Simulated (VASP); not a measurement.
# MgO (Fm-3m) in VASP: settings compared

Aim: see how the results for MgO move with the level of theory and the settings. Levels: PBE, r2SCAN. Tasks: single point, relaxation of cell and atoms.

All numbers are computed with VASP 6.6.1; they aren't measurements. Logs are shortened: lines on timing, memory, paths and dates and some standing lists are left out, and cuts for length are marked.

**1. The cell of the first run**

It takes space group Fm-3m (No. 225, cubic). Conventional cell: a = 4.254 Å, b = 4.254 Å, c = 4.254 Å, α = 90.00°, β = 90.00°, γ = 90.00°. Within 2.8 Å of Mg (site symmetry m-3m) lie 6 O at 2.13 Å. Within 2.8 Å of O (site symmetry m-3m) lie 6 Mg at 2.13 Å.

**2. Single point, PBE**

INCAR

```
PREC = Accurate
ENCUT = 520
EDIFF = 1E-7
ISMEAR = 0
SIGMA = 0.02
LREAL = F
LASPH = T
NELM = 80
ALGO = Normal
ISIF = 2
LWAVE = F
LCHARG = F
GGA = PE
NBANDS = 11
```

KPOINTS

```
regular mesh
0
Gamma
  10 10 10
```

POSCAR

```
MgO
1.0
    0.0000000000      2.1268086537      2.1268086537
    2.1268086537      0.0000000000      2.1268086537
    2.1268086537      2.1268086537      0.0000000000
Mg O
1 1
Direct
    0.0000000000      0.0000000000      0.0000000000
    0.5000000000      0.5000000000      0.5000000000
```

Potentials or basis: VASP PAW PBE potentials, release 64 (Mg, O).

Run with:

```console
$ cat potpaw_PBE.64/Mg/POTCAR potpaw_PBE.64/O/POTCAR > POTCAR
$ mpirun -np 1 vasp_std > vasp.out
```

OUTCAR:

```text
PREC = Accurate
   ENCUT = 520
   EDIFF = 1E-7
   ISMEAR = 0
   LREAL = F
   LASPH = T
   NELM = 80
   ISIF = 2
   GGA = PE

 ion  position               nearest neighbor table
   1  0.000  0.000  0.000-   2 2.13   2 2.13   2 2.13   2 2.13   2 2.13   2 2.13
   2  0.500  0.500  0.500-   1 2.13   1 2.13   1 2.13   1 2.13   1 2.13   1 2.13

  LATTYP: Found a face centered cubic cell.
 ALAT       =     4.2536173074

  Lattice vectors:

 A1 = (   0.0000000000,   2.1268086537,   2.1268086537)
 A2 = (   2.1268086537,   0.0000000000,   2.1268086537)
 A3 = (   2.1268086537,   2.1268086537,   0.0000000000)

Analysis of symmetry for initial positions (statically):
=====================================================================
 Subroutine PRICEL returns:
 Original cell was already a primitive cell.

 Routine SETGRP: Setting up the symmetry group for a
 face centered cubic supercell.

 Subroutine GETGRP returns: Found 48 space group operations
 (whereof 48 operations were pure point group operations)
 out of a pool of 48 trial point group operations.

The static configuration has the point symmetry O_h .

Analysis of symmetry for dynamics (positions and initial velocities):
=====================================================================
 Subroutine PRICEL returns:
 Original cell was already a primitive cell.

 Routine SETGRP: Setting up the symmetry group for a
 face centered cubic supercell.

 Subroutine GETGRP returns: Found 48 space group operations
 (whereof 48 operations were pure point group operations)
 out of a pool of 48 trial point group operations.

The dynamic configuration has the point symmetry O_h .

 Subroutine INISYM returns: Found 48 space group operations
 (whereof 48 operations are pure point group operations),
 and found     1 'primitive' translations

----------------------------------------------------------------------------------------

                                     Primitive cell

  volume of cell :      19.2405

  direct lattice vectors                    reciprocal lattice vectors
     0.000000000  2.126808654  2.126808654    -0.235094022  0.235094022  0.235094022
     2.126808654  0.000000000  2.126808654     0.235094022 -0.235094022  0.235094022
     2.126808654  2.126808654  0.000000000     0.235094022  0.235094022 -0.235094022

  length of vectors
     3.007761643  3.007761643  3.007761643     0.407194790  0.407194790  0.407194790

  position of ions in fractional coordinates (direct lattice)
     0.000000000  0.000000000  0.000000000
     0.500000000  0.500000000  0.500000000

  ion indices of the primitive-cell ions
   primitive index   ion index
                 1           1
                 2           2

----------------------------------------------------------------------------------------

 KPOINTS: regular mesh

Automatic generation of k-mesh.
 Grid dimensions read from file:
 generate k-points for:   10   10   10

 Generating k-lattice:

  Cartesian coordinates                     Fractional coordinates (reciprocal lattice)
    -0.023509402  0.023509402  0.023509402     0.100000000  0.000000000  0.000000000
     0.023509402 -0.023509402  0.023509402     0.000000000  0.100000000  0.000000000
     0.023509402  0.023509402 -0.023509402     0.000000000  0.000000000  0.100000000

  Length of vectors
     0.040719479  0.040719479  0.040719479

  Shift w.r.t. Gamma in fractional coordinates (k-lattice)
     0.000000000  0.000000000  0.000000000

 Subroutine IBZKPT returns following result:
 ===========================================

 Found     47 irreducible k-points:

 Following reciprocal coordinates:
            Coordinates               Weight
  0.000000  0.000000  0.000000      1.000000
  0.100000  0.000000  0.000000      8.000000
  0.200000  0.000000  0.000000      8.000000
  0.300000  0.000000  0.000000      8.000000
  0.400000  0.000000  0.000000      8.000000
  0.500000  0.000000  0.000000      4.000000
[... 16 lines left out ...]
  0.300000  0.300000  0.000000      6.000000
  0.400000  0.300000  0.000000     24.000000
 [... further k-points ...]
   k-points           NKPTS =     47   k-points in BZ     NKDIM =     47   number of bands    NBANDS=     11
   number of dos      NEDOS =    301   number of ions     NIONS =      2
   total plane-waves  NPLWV =  13824
   dimension x,y,z NGX =    24 NGY =   24 NGZ =   24
   dimension x,y,z NGXF=    48 NGYF=   48 NGZF=   48
   ions per type =               1   1
   NGX,Y,Z   is equivalent  to a cutoff of  13.27, 13.27, 13.27 a.u.
   NGXF,Y,Z  is equivalent  to a cutoff of  26.53, 26.53, 26.53 a.u.
 SYSTEM =  unknown system
   PREC   = accura    normal or accurate (medium, high low for compatibility)
   ISTART =      0    job   : 0-new  1-cont  2-samecut
   ICHARG =      2    charge: 1-file 2-atom 10-const
   ISPIN  =      1    spin polarized calculation?
   LNONCOLLINEAR =      F non collinear calculations
   LSORBIT =      F    spin-orbit coupling
   LASPH  =      T    aspherical Exc in radial PAW
   ENCUT  =  520.0 eV  38.22 Ry    6.18 a.u.   5.59  5.59  5.59*2*pi/ulx,y,z
   NELM   =     80;   NELMIN=  2; NELMDL= -5     # of ELM steps
   EDIFF  = 0.1E-06   stopping-criterion for ELM
   LREAL  =      F    real-space projection
   EDIFFG = 0.1E-05   stopping-criterion for IOM
   NSW    =      0    number of steps for IOM
   IBRION =     -1    ionic relax: 0-MD 1-quasi-New 2-CG
   NFREE  =      0    steps in history (QN), initial steepest desc. (CG)
   ISIF   =      2    stress and relaxation
   ISYM   =      2    0-nonsym 1-usesym 2-fastsym
   POTIM  = 0.5000    time-step for ionic-motion
   TEBEG  =    0.0;   TEEND  =   0.0 temperature during run
   PSTRESS=    0.0 pullay stress
   NELECT =       8.0000    total number of electrons
   NUPDOWN=      -1.0000    fix difference up-down
   EMIN   =  10.00;   EMAX   =-10.00  energy-range for DOS
   EFERMI =   0.00;   METHOD = LEGACY
   ISMEAR =     0;   SIGMA  =   0.02  broadening in eV -4-tet -1-fermi 0-gaus
   EFERMI_NEDOS =   21; number of points for ismear=-14 and -15
   IALGO  =     38    algorithm
   IMIX   =      4    mixing-type and parameters
     AMIX     =   0.40;   BMIX     =  1.00
     AMIX_MAG =   1.60;   BMIX_MAG =  1.00
  volume/ion in A,a.u.               =       9.62        64.92
  Fermi-wavevector in a.u.,A,eV,Ry     =   1.221893  2.309042 20.313795  1.493022
  Thomas-Fermi vector in A             =   2.357059
   LORBIT       =      0    0 simple, 1 ext, 2 COOP (PROOUT), +10 PAW based schemes
   GGA     = PE    functional components
   LHFCALC =     F    Hartree Fock is set to
   AEXX    =    0.0000 exact exchange contribution
   IVDW    =     0    specifies the selected vdW correction
   LEPSILON=     F    determine dielectric tensor
   LRPA    =     F    only Hartree local field effects (RPA)
 non-spin polarized calculation
 Gauss-broadening in eV      SIGMA  =   0.02
  energy-cutoff  :      520.00
  volume of cell :       19.24
 maximum number of plane-waves:       534
 NGX is ok and might be reduce to    24
   NGX = 11   NGY = 11   NGZ = 11

 number of electron       8.0000004 magnetization

 Free energy of the ion-electron system (eV)
  ---------------------------------------------------
  ext. energy  EPLUGINS =         0.00000000
  ---------------------------------------------------
  free energy    TOTEN  =       -11.91169246 eV

  energy without entropy =      -11.91169246  energy(sigma->0) =      -11.91169246

 E-fermi :   3.1443     XC(G=0): -10.9400

 val. band max:        2.9692846333   @ k =   0.0000   0.0000   0.0000
 cond. band min:       7.4144822344   @ k =   0.0000   0.0000   0.0000
 fundamental gap:      4.4451976011
 Fermi energy:         3.1443003652

 k-point     1 :       0.0000    0.0000    0.0000
  band No.  band energies     occupation
      1     -14.1458      2.00000
      2       2.9693      2.00000
      3       2.9693      2.00000
      4       2.9693      2.00000
      5       7.4145      0.00000
      6      18.6019      0.00000
      7      18.6019      0.00000
      8      18.6019      0.00000
      9      22.4418      0.00000
     10      24.1821      0.00000
     11      24.1821      0.00000

 k-point     2 :       0.1000    0.0000    0.0000
  band No.  band energies     occupation
      1     -14.0455      2.00000
      2       2.3228      2.00000
      3       2.9052      2.00000
      4       2.9052      2.00000
      5       8.0466      0.00000
      6      17.3605      0.00000
      7      18.8307      0.00000
      8      18.8307      0.00000
      9      23.4103      0.00000
     10      23.4103      0.00000
     11      24.0414      0.00000

 k-point     3 :       0.2000    0.0000    0.0000
  band No.  band energies     occupation
      1     -13.7700      2.00000
      2       1.0311      2.00000
      3       2.7426      2.00000
      4       2.7426      2.00000
      5       9.2457      0.00000
      6      15.8399      0.00000
      7      19.2765      0.00000
      8      19.2765      0.00000
      9      22.7119      0.00000
     10      22.7119      0.00000
     11      24.7622      0.00000

 k-point     4 :       0.3000    0.0000    0.0000
  band No.  band energies     occupation
      1     -13.3996      2.00000
      2      -0.2483      2.00000
      3       2.5513      2.00000
      4       2.5513      2.00000
      5      10.2094      0.00000
      6      15.0979      0.00000
      7      19.3386      0.00000
      8      19.3386      0.00000
      9      23.1648      0.00000
     10      23.1648      0.00000
     11      24.1422      0.00000
[... 239 lines left out ...]
 k-point    22 :      -0.2000    0.2000    0.0000
  band No.  band energies     occupation
      1     -13.2893      2.00000
      2      -0.0573      2.00000
      3       1.6799      2.00000
      4       2.5499      2.00000
      5      11.1317      0.00000
      6      14.7139      0.00000
      7      17.7475      0.00000
      8      20.4081      0.00000
      9      21.2265      0.00000
     10      23.9869      0.00000
     11      27.2868      0.00000

 k-point    23 :       0.3000    0.3000    0.0000
  band No.  band energies     occupation
      1     -13.2069      2.00000
      2      -0.1046      2.00000
      3       2.0623      2.00000
      4       2.0623      2.00000
      5      11.5148      0.00000
      6      13.3406      0.00000
      7      17.0762      0.00000
      8      20.5494      0.00000
      9      20.5494      0.00000
     10      26.7834      0.00000
     11      29.7509      0.00000

 k-point    24 :       0.4000    0.3000    0.0000
  band No.  band energies     occupation
      1     -12.9740      2.00000
      2      -0.5107      2.00000
      3       1.7086      2.00000
      4       1.9199      2.00000
      5      12.2539      0.00000
      6      13.0535      0.00000
      7      16.2598      0.00000
      8      20.7627      0.00000
      9      20.9642      0.00000
     10      27.4951      0.00000
     11      29.3607      0.00000

 [... further k-points ...]
[... 5 lines left out ...]
  --------------------------------------------------------------------------------------
  -------------------------------------------------------------------------------------
  Total       -0.0855998     -0.0855998     -0.0855998      0.0000000      0.0000000      0.0000000
  in kB       -7.1280091     -7.1280091     -7.1280091      0.0000000      0.0000000      0.0000000
  external PRESSURE =      -7.1280091 kB  Pullay stress =       0.0000000 kB

 VOLUME and BASIS-vectors are now :
 -----------------------------------------------------------------------------
  energy-cutoff  :      520.00
  volume of cell :       19.24
      direct lattice vectors                 reciprocal lattice vectors
     0.000000000  2.126808654  2.126808654    -0.235094022  0.235094022  0.235094022
     2.126808654  0.000000000  2.126808654     0.235094022 -0.235094022  0.235094022
     2.126808654  2.126808654  0.000000000     0.235094022  0.235094022 -0.235094022

 POSITION                                       TOTAL-FORCE (eV/Angst)
 -----------------------------------------------------------------------------------
      0.00000      0.00000      0.00000         0.000000     -0.000000     -0.000000
      2.12681      2.12681      2.12681        -0.000000      0.000000      0.000000
 -----------------------------------------------------------------------------------
    total drift:                               -0.000000     -0.000000      0.000000

  FREE ENERGIE OF THE ION-ELECTRON SYSTEM (eV)
  ---------------------------------------------------
  free  energy   TOTEN  =       -11.9116924559 eV

  energy  without entropy=      -11.9116924559  energy(sigma->0) =      -11.91169246
```

Wall time 6.8 s (1 thread of Intel Xeon Platinum 8259CL at 2.50GHz (Skylake/Cascade Lake), shared host); peak memory 0.14 GiB.

Results:

| Item | Value |
| --- | --- |
| Free energy | -11.9117 eV |
| Pressure | -0.7 GPa |
| Band gap on the k mesh | 4.45 eV, direct |

**3. Single point, PBE**

INCAR

```
SYSTEM = MgO
  ALGO = Normal
  EDIFF = 1E-6
  ENCUT = 520
  GGA = PE
  ISIF = 2
  ISMEAR = 0
  LASPH = .True.
  LCHARG = .False.
  LREAL = .False.
  LWAVE = .False.
  NBANDS = 11
  NELM = 80
  PREC = Accurate
  SIGMA = 0.02
```

KPOINTS

```
k-points
0
Gamma
  10 10 10
  0 0 0
```

POSCAR is that of step 2.

Potentials or basis: VASP PAW PBE potentials, release 64 (Mg, O).

Run with:

```console
$ cat potpaw_PBE.64/Mg/POTCAR potpaw_PBE.64/O/POTCAR > POTCAR
$ mpirun -np 1 vasp_std > vasp.out
```

It took 6.3 s on 1 thread of Intel Xeon Platinum 8259CL at 2.50GHz (Skylake/Cascade Lake), shared host; peak memory 0.14 GiB.

Results (log left out):

- Free energy: -11.9117 eV
- Pressure: -0.7 GPa
- Band gap on the k mesh: 4.45 eV, direct

Levels at points of the mesh, in eV from the valence-band top:
| k point | band 2 | band 3 | band 4 | band 5 | band 6 | band 7 |
| --- | --- | --- | --- | --- | --- | --- |
| (0.00, 0.00, 0.00) | 0.00 | 0.00 | 0.00 | 4.45 | 15.63 | 15.63 |
| (0.50, 0.00, 0.00) | -4.49 | -0.62 | -0.62 | 7.71 | 12.27 | 16.01 |
| (0.50, 0.50, 0.00) | -3.96 | -1.31 | -1.31 | 9.08 | 9.65 | 12.79 |

Expect the measured gap to be larger: semilocal functionals such as PBE lack the derivative discontinuity.

**4. Single point, r2SCAN**

POSCAR is that of step 3.

INCAR.step1

```
PREC = Accurate
ENCUT = 520
ISMEAR = 0
SIGMA = 0.02
LREAL = False
LASPH = True
NELM = 60
NBANDS = 11
GGA = PE
ALGO = Normal
EDIFF = 1E-4
LWAVE = True
LCHARG = False
```

INCAR.step2

```
PREC = Accurate
ENCUT = 520
EDIFF = 1E-7
ISMEAR = 0
SIGMA = 0.02
LREAL = False
LASPH = True
NELM = 60
ALGO = Normal
ISIF = 2
LWAVE = False
LCHARG = True
METAGGA = R2SCAN
LMIXTAU = True
LELF = True
LVHAR = True
NBANDS = 11
ISTART = 1
```

KPOINTS

```
regular mesh
0
Gamma
  10 10 10
```

Run with:

```console
$ cat potpaw_PBE.64/Mg/POTCAR potpaw_PBE.64/O/POTCAR > POTCAR
$ cp INCAR.step1 INCAR
$ mpirun -np 1 vasp_std > vasp.out
$ cp INCAR.step2 INCAR
$ mpirun -np 1 vasp_std > vasp.out
```

Run time: 33 s. Hardware: 1 thread of Intel Xeon Platinum 8259CL at 2.50GHz (Skylake/Cascade Lake), shared host; peak memory 0.15 GiB.

It converged, with:

```yaml
Free_energy: -16.1458 eV
Pressure: -6.5 GPa
Band_gap_on_the_k_mesh: 5.31 eV, direct
```

Levels at points of the mesh, in eV from the valence-band top:
```csv
k point,band 1,band 2,band 3,band 4,band 5,band 6,band 7,band 8,band 9
"(0.00, 0.00, 0.00)",-18.05,0.00,0.00,0.00,5.31,16.66,16.66,16.66,20.72
"(0.50, 0.00, 0.00)",-16.88,-4.48,-0.64,-0.64,8.60,13.46,17.11,17.11,21.91
"(0.50, 0.50, 0.00)",-16.64,-3.98,-1.33,-1.33,9.99,10.73,13.96,19.91,19.91
```

Caveat: the PAW data sets were made with another functional, which shifts forces and pressure a little. r2SCAN opens gaps a little over a GGA but as a rule still falls short of measured ones.

(Part 1 of 2 ends here.)
